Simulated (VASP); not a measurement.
# C in VASP: single point with LDA

Aim: the single point of C with LDA.

All numbers are computed with VASP 6.6.1; they aren't measurements. Logs are shortened: lines on timing, memory, paths and dates and some standing lists are left out, and cuts for length are marked.

## (1) The cell of the first run

The cell holds a slab with vacuum, 14 atoms: a = 2.457 Å, b = 4.532 Å, c = 28.413 Å, α = 90.00°, β = 90.00°, γ = 90.00°.

## (2) Single point, LDA

INCAR reads:

```
SYSTEM = C
  ALGO = Normal
  DIPOL = 0.5 0.5 0.496
  EDIFF = 1E-7
  ENCUT = 520
  GGA = CA
  IDIPOL = 3
  ISIF = 2
  ISMEAR = 0
  LASPH = .TRUE.
  LCHARG = .TRUE.
  LDIPOL = .TRUE.
  LELF = .TRUE.
  LREAL = .FALSE.
  LVACPOTAV = .TRUE.
  LVHAR = .TRUE.
  LWAVE = .FALSE.
  NBANDS = 41
  NELM = 60
  PREC = Accurate
  SIGMA = 0.1
```

KPOINTS reads:

```
k-points
0
G
  10 6 1
  0 0 0
```

POSCAR reads:

```
C
1.0
    2.4565648800      0.0000000000      0.0000000000
    0.0000000000      4.5319672400      0.0000000000
    0.0000000000      0.0000000000     28.4130534568
C
14
Direct
    0.5000000000      0.3970695600      0.3167558184
    0.0000000000      0.4964513300      0.3360291385
    0.0000000000      0.6949098500      0.3746249889
    0.5000000000      0.7942916300      0.3938983191
    0.5000000000      0.9927501500      0.4324941594
    0.0000000000      0.0921319300      0.4517674896
    0.0000000000      0.2960899252      0.4894122271
    0.5000000000      0.3989983757      0.5079185717
    0.5000000000      0.6077843500      0.5449651497
    0.0000000000      0.7121513387      0.5631979354
    0.0000000000      0.9281810800      0.5994667788
    0.5000000000      1.0396978975      0.6162584515
    0.5000000000      0.2807439202      0.6500847517
    0.0000000000      0.3879476576      0.6637449007
```

Potentials or basis: VASP PAW LDA potentials, release 64 (C).

The run is started by

```bash
$ cat potpaw_LDA.64/C/POTCAR > POTCAR
$ mpirun -np 1 vasp_std > vasp.out
```

OUTCAR:

```text
SYSTEM = C
   EDIFF = 1E-7
   ENCUT = 520
   GGA = CA
   ISIF = 2
   ISMEAR = 0
   LASPH = .TRUE.
   LREAL = .FALSE.
   NELM = 60
   PREC = Accurate

 ion  position               nearest neighbor table
   1  0.500  0.397  0.317-   2 1.42   2 1.42
   2  0.000  0.496  0.336-   1 1.42   1 1.42   3 1.42
   3  0.000  0.695  0.375-   4 1.42   4 1.42   2 1.42
   4  0.500  0.794  0.394-   3 1.42   3 1.42   5 1.42
   5  0.500  0.993  0.432-   6 1.42   6 1.42   4 1.42
   6  0.000  0.092  0.452-   7 1.41   5 1.42   5 1.42
   7  0.000  0.296  0.489-   6 1.41   8 1.42   8 1.42
   8  0.500  0.399  0.508-   7 1.42   7 1.42   9 1.42
   9  0.500  0.608  0.545-  10 1.41  10 1.41   8 1.42
  10  0.000  0.712  0.563-   9 1.41   9 1.41  11 1.42
  11  0.000  0.928  0.599-  12 1.41  12 1.41  10 1.42
  12  0.500  0.040  0.616-  11 1.41  11 1.41  13 1.46
  13  0.500  0.281  0.650-  14 1.38  14 1.38  12 1.46
  14  0.000  0.388  0.664-  13 1.38  13 1.38

  LATTYP: Found a simple orthorhombic cell.
 ALAT       =     2.4565648800
 B/A-ratio  =     1.8448392212
 C/A-ratio  =    11.5661726210

  Lattice vectors:

 A1 = (   2.4565648800,   0.0000000000,   0.0000000000)
 A2 = (   0.0000000000,   4.5319672400,   0.0000000000)
 A3 = (   0.0000000000,   0.0000000000,  28.4130534568)

Analysis of symmetry for initial positions (statically):
=====================================================================
 Subroutine PRICEL returns:
 Original cell was already a primitive cell.

 Routine SETGRP: Setting up the symmetry group for a
 simple orthorhombic supercell.

 Subroutine GETGRP returns: Found  2 space group operations
 (whereof  2 operations were pure point group operations)
 out of a pool of  8 trial point group operations.

The static configuration has the point symmetry C_1h.

Analysis of symmetry for dynamics (positions and initial velocities):
=====================================================================
 Subroutine PRICEL returns:
 Original cell was already a primitive cell.

 Routine SETGRP: Setting up the symmetry group for a
 simple orthorhombic supercell.

 Subroutine GETGRP returns: Found  2 space group operations
 (whereof  2 operations were pure point group operations)
[... 139 lines left out ...]
   EFERMI =   0.00;   METHOD = LEGACY
   ISMEAR =     0;   SIGMA  =   0.10  broadening in eV -4-tet -1-fermi 0-gaus
   EFERMI_NEDOS =   21; number of points for ismear=-14 and -15
   IALGO  =     38    algorithm
   IMIX   =      4    mixing-type and parameters
     AMIX     =   0.40;   BMIX     =  1.00
     AMIX_MAG =   1.60;   BMIX_MAG =  1.00
  volume/ion in A,a.u.               =      22.59       152.48
  Fermi-wavevector in a.u.,A,eV,Ry     =   0.919235  1.737102 11.496827  0.844993
  Thomas-Fermi vector in A             =   2.044406
   LORBIT       =      0    0 simple, 1 ext, 2 COOP (PROOUT), +10 PAW based schemes
   GGA     = CA    functional components
   LHFCALC =     F    Hartree Fock is set to
   AEXX    =    0.0000 exact exchange contribution
   IVDW    =     0    specifies the selected vdW correction
   LEPSILON=     F    determine dielectric tensor
   LRPA    =     F    only Hartree local field effects (RPA)
 non-spin polarized calculation
 Gauss-broadening in eV      SIGMA  =   0.10
  energy-cutoff  :      520.00
  volume of cell :      316.32
 maximum number of plane-waves:      8613
   NGX =  9   NGY = 17   NGZ =105

 dipolmoment           0.000000      0.000000      0.018141 electrons x Angstroem

 number of electron      56.0000014 magnetization

 dipolmoment           0.000000      0.000000     -0.037918 electrons x Angstroem

 Free energy of the ion-electron system (eV)
  ---------------------------------------------------
  ext. energy  EPLUGINS =         0.00000000
  ---------------------------------------------------
  free energy    TOTEN  =      -134.38259020 eV

  energy without entropy =     -134.33377256  energy(sigma->0) =     -134.35818138

 E-fermi :  -2.0618     XC(G=0):  -4.7426

 val. band max:       -2.0645465292   @ k =   0.0000   0.1667   0.0000
 cond. band min:      -2.0595444424   @ k =   0.2000   0.1667   0.0000
 fundamental gap:      0.0050020868
 Fermi energy:        -2.0617680636

 k-point     1 :       0.0000    0.0000    0.0000
  band No.  band energies     occupation
      1     -21.5381      2.00000
      2     -21.0514      2.00000
      3     -20.3887      2.00000
      4     -19.5283      2.00000
      5     -18.5152      2.00000
      6     -17.3873      2.00000
[... 1021 lines left out ...]
     39       7.2823      0.00000
     40       7.4190      0.00000
 [bands above 40 left out]

------------------------ aborting loop because EDIFF is reached ----------------------------------------

  FORCE on cell =-STRESS in cart. coord.  units (eV):
  Direction    XX          YY          ZZ          XY          YZ          ZX
  --------------------------------------------------------------------------------------
  -------------------------------------------------------------------------------------
  Total       -1.7754152     -0.7949813     -0.7086838      0.0000000      0.0135094      0.0000000
  in kB       -8.9924413     -4.0265637     -3.5894689      0.0000000      0.0684246      0.0000000
  external PRESSURE =      -5.5361580 kB  Pullay stress =       0.0000000 kB

 VOLUME and BASIS-vectors are now :
 -----------------------------------------------------------------------------
  energy-cutoff  :      520.00
  volume of cell :      316.32
      direct lattice vectors                 reciprocal lattice vectors
     2.456564880  0.000000000  0.000000000     0.407072497  0.000000000  0.000000000
     0.000000000  4.531967240  0.000000000     0.000000000  0.220654728  0.000000000
     0.000000000  0.000000000 28.413053457     0.000000000  0.000000000  0.035195091

 POSITION                                       TOTAL-FORCE (eV/Angst)
 -----------------------------------------------------------------------------------
      1.22828      1.79951      9.00000         0.000000      1.207242      1.670550
      0.00000      2.24990      9.54761         0.000000     -1.682354     -2.108448
      0.00000      3.14931     10.64424         0.000000      0.621008      0.714582
      1.22828      3.59970     11.19185         0.000000     -0.144094     -0.163368
      1.22828      4.49911     12.28848         0.000000      0.041052      0.117803
      0.00000      0.41754     12.83609         0.000000     -0.094111     -0.284833
      0.00000      1.34187     13.90570         0.000000      0.004153      0.001984
      1.22828      1.80825     14.43152         0.000000     -0.003447     -0.002007
      1.22828      2.75446     15.48412         0.000000     -0.003848      0.009036
      0.00000      3.22745     16.00217         0.000000      0.002457      0.013960
      0.00000      4.20649     17.03268         0.000000      0.010125      0.000138
      1.22828      0.17991     17.50978         0.000000      0.005159      0.008180
      1.22828      1.27232     18.47089         0.000000      0.013118      0.002218
      0.00000      1.75817     18.85902         0.000000      0.023540      0.020204
 -----------------------------------------------------------------------------------
    total drift:                                0.000000      0.000149      0.000344

  FREE ENERGIE OF THE ION-ELECTRON SYSTEM (eV)
  ---------------------------------------------------
  free  energy   TOTEN  =      -134.3825901979 eV

  energy  without entropy=     -134.3337725552  energy(sigma->0) =     -134.35818138

 vacuum level on the upper side and lower side of the slab         3.851         4.467
```

Wall time 20 min (1 thread of Intel Xeon 8259CL, shared host); peak memory 0.41 GiB.

What came out:

| Property | Result |
| --- | --- |
| Free energy | -134.3826 eV |
| Largest force | 2.697 eV/Å |
| Band gap on the k mesh | zero (bands 28 and 29 overlap by 0.18 eV) |

Forces in eV/Å, atoms in the order of the input:
```
C    0.000  1.207  1.671
C    0.000 -1.682 -2.108
C    0.000  0.621  0.715
C    0.000 -0.144 -0.163
C    0.000  0.041  0.118
C    0.000 -0.094 -0.285
C    0.000  0.004  0.002
C    0.000 -0.003 -0.002
C    0.000 -0.004  0.009
C    0.000  0.002  0.014
C    0.000  0.010  0.000
C    0.000  0.005  0.008
C    0.000  0.013  0.002
C    0.000  0.024  0.020
```
